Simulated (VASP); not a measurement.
# NiPt4 (I4/m) in VASP: single point with PBE

Aim: the single point of NiPt4 with PBE.

All numbers are computed with VASP 6.6.1; they aren't measurements. Logs are shortened: lines on timing, memory, paths and dates and some standing lists are left out, and cuts for length are marked.

## 1. The cell of the first run

It takes space group I4/m (No. 87, tetragonal). Conventional cell: a = 6.159 Å, b = 6.159 Å, c = 3.908 Å, α = 90.00°, β = 90.00°, γ = 90.00°. Ni (site symmetry 4/m) has 12 Pt at 2.74 to 2.76 Å within 3.6 Å. Pt (site symmetry m) has 9 Pt at 2.72 to 2.80 Å and 3 Ni at 2.74 to 2.76 Å within 3.6 Å.

## 2. Single point, PBE, collinear spin, ferromagnetic start

INCAR reads:

```
PREC = Accurate
ENCUT = 520
EDIFF = 1E-7
ISMEAR = 0
SIGMA = 0.1
LREAL = F
LASPH = T
NELM = 150
ALGO = Normal
ISIF = 2
LWAVE = F
LCHARG = F
ISPIN = 2
MAGMOM = 0.82 0.23 0.23 0.23 0.23
LORBIT = 11
LMAXMIX = 4
GGA = PE
NBANDS = 37
```

KPOINTS reads:

```
Automatic mesh
0
Gamma
  6 6 6
```

POSCAR reads:

```
NiPt4
1.0
   -3.0795440000      3.0795440000      1.9537510000
    3.0795440000     -3.0795440000      1.9537510000
    3.0795440000      3.0795440000     -1.9537510000
Ni Pt
1 4
Direct
    0.5000000000      0.5000000000      0.0000000000
    0.8956130000      0.7020750000      0.5976880000
    0.1043870000      0.2979250000      0.4023120000
    0.2979250000      0.8956130000      0.1935380000
    0.7020750000      0.1043870000      0.8064620000
```

Potentials or basis: VASP PAW PBE potentials, release 64 (Ni, Pt).

Run with:

```sh
cat potpaw_PBE.64/Ni/POTCAR potpaw_PBE.64/Pt/POTCAR > POTCAR
mpirun -np 1 vasp_std > vasp.out
```

OUTCAR:

```text
PREC = Accurate
   ENCUT = 520
   EDIFF = 1E-7
   ISMEAR = 0
   LREAL = F
   LASPH = T
   NELM = 150
   ISIF = 2
   ISPIN = 2
   LORBIT = 11
   GGA = PE

 ion  position               nearest neighbor table
   1  0.500  0.500  0.000-   2 2.74   4 2.74   5 2.74   3 2.74   2 2.76   3 2.76   4 2.76   5 2.76
                             3 2.76   4 2.76   5 2.76   2 2.76
   2  0.896  0.702  0.598-   3 2.72   3 2.72   1 2.74   4 2.75   5 2.75   1 2.76   1 2.76   4 2.78
                             5 2.78   5 2.78   4 2.78   3 2.80
   3  0.104  0.298  0.402-   2 2.72   2 2.72   1 2.74   5 2.75   4 2.75   1 2.76   1 2.76   5 2.78
                             4 2.78   4 2.78   5 2.78   2 2.80
   4  0.298  0.896  0.194-   5 2.72   5 2.72   1 2.74   2 2.75   3 2.75   1 2.76   1 2.76   3 2.78
                             2 2.78   3 2.78   2 2.78   5 2.80
   5  0.702  0.104  0.806-   4 2.72   4 2.72   1 2.74   2 2.75   3 2.75   1 2.76   1 2.76   2 2.78
                             3 2.78   2 2.78   3 2.78   4 2.80

  LATTYP: Found a body centered tetragonal cell.
 ALAT       =     6.1590880000
 C/A-ratio  =     0.6344286687

  Lattice vectors:

 A1 = (  -3.0795440000,   3.0795440000,   1.9537510000)
 A2 = (   3.0795440000,  -3.0795440000,   1.9537510000)
 A3 = (   3.0795440000,   3.0795440000,  -1.9537510000)

Analysis of symmetry for initial positions (statically):
=====================================================================
 Subroutine PRICEL returns:
 Original cell was already a primitive cell.

 Routine SETGRP: Setting up the symmetry group for a
 body centered tetragonal supercell.

 Subroutine GETGRP returns: Found  8 space group operations
 (whereof  8 operations were pure point group operations)
 out of a pool of 16 trial point group operations.

The static configuration has the point symmetry C_4h.

Analysis of symmetry for dynamics (positions and initial velocities):
=====================================================================
 Subroutine PRICEL returns:
 Original cell was already a primitive cell.

 Routine SETGRP: Setting up the symmetry group for a
 body centered tetragonal supercell.

 Subroutine GETGRP returns: Found  8 space group operations
 (whereof  8 operations were pure point group operations)
 out of a pool of 16 trial point group operations.

The dynamic configuration has the point symmetry C_4h.

Analysis of structural, dynamic, and magnetic symmetry:
=====================================================================
 Subroutine PRICEL returns:
 Original cell was already a primitive cell.

 Routine SETGRP: Setting up the symmetry group for a
 body centered tetragonal supercell.

 Subroutine GETGRP returns: Found  8 space group operations
 (whereof  8 operations were pure point group operations)
 out of a pool of 16 trial point group operations.

The overall configuration has the point symmetry C_4h.

 Subroutine INISYM returns: Found  8 space group operations
 (whereof  8 operations are pure point group operations),
 and found     1 'primitive' translations

----------------------------------------------------------------------------------------

                                     Primitive cell

  volume of cell :      74.1143

  direct lattice vectors                    reciprocal lattice vectors
    -3.079544000  3.079544000  1.953751000     0.000000000  0.162361700  0.255917975
     3.079544000 -3.079544000  1.953751000     0.162361700  0.000000000  0.255917975
     3.079544000  3.079544000 -1.953751000     0.162361700  0.162361700  0.000000000

  length of vectors
     4.773292937  4.773292937  4.773292937     0.303076445  0.303076445  0.229614119

  position of ions in fractional coordinates (direct lattice)
     0.500000000  0.500000000  0.000000000
     0.895613000  0.702075000  0.597688000
     0.104387000  0.297925000  0.402312000
     0.297925000  0.895613000  0.193538000
     0.702075000  0.104387000  0.806462000

  ion indices of the primitive-cell ions
   primitive index   ion index
                 1           1
                 2           2
                 3           3
                 4           4
                 5           5

[... 25 lines left out ...]

 Following reciprocal coordinates:
            Coordinates               Weight
  0.000000  0.000000  0.000000      1.000000
  0.166667  0.000000  0.000000      8.000000
  0.333333  0.000000  0.000000      8.000000
  0.500000  0.000000 -0.000000      4.000000
  0.166667  0.166667  0.000000      8.000000
  0.333333  0.166667  0.000000      8.000000
[... 16 lines left out ...]
 -0.333333  0.333333 -0.166667      4.000000
 -0.166667  0.333333  0.166667      8.000000
 [... further k-points ...]
   k-points           NKPTS =     36   k-points in BZ     NKDIM =     36   number of bands    NBANDS=     37
   number of dos      NEDOS =    301   number of ions     NIONS =      5
   total plane-waves  NPLWV =  46656
   dimension x,y,z NGX =    36 NGY =   36 NGZ =   36
   dimension x,y,z NGXF=    72 NGYF=   72 NGZF=   72
   ions per type =               1   4
   NGX,Y,Z   is equivalent  to a cutoff of  12.54, 12.54, 12.54 a.u.
   NGXF,Y,Z  is equivalent  to a cutoff of  25.08, 25.08, 25.08 a.u.
 SYSTEM =  unknown system
   PREC   = accura    normal or accurate (medium, high low for compatibility)
   ISTART =      0    job   : 0-new  1-cont  2-samecut
   ICHARG =      2    charge: 1-file 2-atom 10-const
   ISPIN  =      2    spin polarized calculation?
   LNONCOLLINEAR =      F non collinear calculations
   LSORBIT =      F    spin-orbit coupling
   LASPH  =      T    aspherical Exc in radial PAW
   ENCUT  =  520.0 eV  38.22 Ry    6.18 a.u.   8.88  8.88  8.88*2*pi/ulx,y,z
   NELM   =    150;   NELMIN=  2; NELMDL= -5     # of ELM steps
   EDIFF  = 0.1E-06   stopping-criterion for ELM
   LREAL  =      F    real-space projection
   EDIFFG = 0.1E-05   stopping-criterion for IOM
   NSW    =      0    number of steps for IOM
   IBRION =     -1    ionic relax: 0-MD 1-quasi-New 2-CG
   NFREE  =      0    steps in history (QN), initial steepest desc. (CG)
   ISIF   =      2    stress and relaxation
   ISYM   =      2    0-nonsym 1-usesym 2-fastsym
   POTIM  = 0.5000    time-step for ionic-motion
   TEBEG  =    0.0;   TEEND  =   0.0 temperature during run
   PSTRESS=    0.0 pullay stress
   NELECT =      50.0000    total number of electrons
   NUPDOWN=      -1.0000    fix difference up-down
   EMIN   =  10.00;   EMAX   =-10.00  energy-range for DOS
   EFERMI =   0.00;   METHOD = LEGACY
   ISMEAR =     0;   SIGMA  =   0.10  broadening in eV -4-tet -1-fermi 0-gaus
   EFERMI_NEDOS =   21; number of points for ismear=-14 and -15
   IALGO  =     38    algorithm
   IMIX   =      4    mixing-type and parameters
     AMIX     =   0.40;   BMIX     =  1.00
     AMIX_MAG =   1.60;   BMIX_MAG =  1.00
  volume/ion in A,a.u.               =      14.82       100.03
  Fermi-wavevector in a.u.,A,eV,Ry     =   1.435812  2.713291 28.049162  2.061555
  Thomas-Fermi vector in A             =   2.555069
   LORBIT       =     11    0 simple, 1 ext, 2 COOP (PROOUT), +10 PAW based schemes
   GGA     = PE    functional components
   LHFCALC =     F    Hartree Fock is set to
   AEXX    =    0.0000 exact exchange contribution
   IVDW    =     0    specifies the selected vdW correction
   LEPSILON=     F    determine dielectric tensor
   LRPA    =     F    only Hartree local field effects (RPA)
 spin polarized calculation
 Gauss-broadening in eV      SIGMA  =   0.10
  energy-cutoff  :      520.00
  volume of cell :       74.11
 maximum number of plane-waves:      2016
   NGX = 17   NGY = 17   NGZ = 17

 number of electron      50.0000009 magnetization       1.4867034

 Free energy of the ion-electron system (eV)
  ---------------------------------------------------
  ext. energy  EPLUGINS =         0.00000000
  ---------------------------------------------------
  free energy    TOTEN  =       -30.06398406 eV

  energy without entropy =      -30.01288860  energy(sigma->0) =      -30.03843633

 E-fermi :  10.3175     XC(G=0): -13.2083

 val. band max:       10.3114499808   @ k =  -0.1667   0.3333   0.0000
 cond. band min:      10.3185039467   @ k =   0.1667   0.1667   0.0000
 fundamental gap:      0.0070539659
 Fermi energy:        10.3175482341

 spin component 1

 k-point     1 :       0.0000    0.0000    0.0000
  band No.  band energies     occupation
      1       0.6008      1.00000
      2       4.8154      1.00000
      3       4.8154      1.00000
      4       5.1585      1.00000
      5       5.2298      1.00000
      6       5.5595      1.00000
[... 949 lines left out ...]
     36      21.8450      0.00000
     37      22.9893      0.00000

 [... further k-points ...]

 spin component 2

 k-point     1 :       0.0000    0.0000    0.0000
  band No.  band energies     occupation
      1       0.6167      1.00000
      2       4.8900      1.00000
      3       4.8900      1.00000
      4       5.2739      1.00000
      5       5.3435      1.00000
      6       5.6673      1.00000
[... 949 lines left out ...]
     36      21.9191      0.00000
     37      23.0466      0.00000

 [... further k-points ...]
[... 5 lines left out ...]
  --------------------------------------------------------------------------------------
  -------------------------------------------------------------------------------------
  Total       -0.2365212     -0.2365212     -0.2838382      0.0000001      0.0000000     -0.0000000
  in kB       -5.1130337     -5.1130337     -6.1359153      0.0000017      0.0000000     -0.0000000
  external PRESSURE =      -5.4539942 kB  Pullay stress =       0.0000000 kB

 VOLUME and BASIS-vectors are now :
 -----------------------------------------------------------------------------
  energy-cutoff  :      520.00
  volume of cell :       74.11
      direct lattice vectors                 reciprocal lattice vectors
    -3.079544000  3.079544000  1.953751000     0.000000000  0.162361700  0.255917975
     3.079544000 -3.079544000  1.953751000     0.162361700  0.000000000  0.255917975
     3.079544000  3.079544000 -1.953751000     0.162361700  0.162361700  0.000000000

 POSITION                                       TOTAL-FORCE (eV/Angst)
 -----------------------------------------------------------------------------------
      0.00000      0.00000      1.95375         0.000000     -0.000000      0.000000
      1.24460      2.43662      1.95375        -0.001994      0.011089      0.000000
      1.83495      0.64293      0.00000         0.001994     -0.011089      0.000000
      2.43662     -1.24460      1.95375         0.011089      0.001994      0.000000
      0.64293      4.32414     -0.00000        -0.011089     -0.001994      0.000000
 -----------------------------------------------------------------------------------
    total drift:                                0.000000      0.000000      0.000000

  FREE ENERGIE OF THE ION-ELECTRON SYSTEM (eV)
  ---------------------------------------------------
  free  energy   TOTEN  =       -30.0639840577 eV

  energy  without entropy=      -30.0128885977  energy(sigma->0) =      -30.03843633

 total charge

# of ion       s       p       d       tot
------------------------------------------
    1        0.389   0.392   8.303   9.083
    2        0.647   0.593   8.019   9.259
    3        0.647   0.593   8.019   9.259
    4        0.647   0.593   8.019   9.259
    5        0.647   0.593   8.019   9.259
--------------------------------------------------
tot          2.976   2.765  40.378  46.119

 magnetization (x)

# of ion       s       p       d       tot
------------------------------------------
    1        0.001  -0.004   0.717   0.713
    2       -0.003  -0.009   0.209   0.197
    3       -0.003  -0.009   0.209   0.197
    4       -0.003  -0.009   0.209   0.197
    5       -0.003  -0.009   0.209   0.197
--------------------------------------------------
tot         -0.011  -0.041   1.553   1.501
```

Wall time 3.8 min (1 thread of Intel Xeon Platinum 8559C (Emerald Rapids), shared host); peak memory 0.34 GiB.

Results:

```yaml
Free_energy: -30.0640 eV
Pressure: -0.5 GPa
Largest_force: 0.011 eV/Å
Net_moment: 1.49 μB per cell
Site_moments: Ni +0.71; Pt +0.20 μB
Valence_electrons_inside_the_program's_atomic_spheres: Ni 9.08; Pt 9.26
```

Forces on the atoms (eV/Å):
```
Ni   0.000  0.000  0.000
Pt  -0.002  0.011  0.000
Pt   0.002 -0.011  0.000
Pt   0.011  0.002  0.000
Pt  -0.011 -0.002  0.000
```

Caveat: spin-orbit coupling is left out, which moves the levels of the heavy elements.
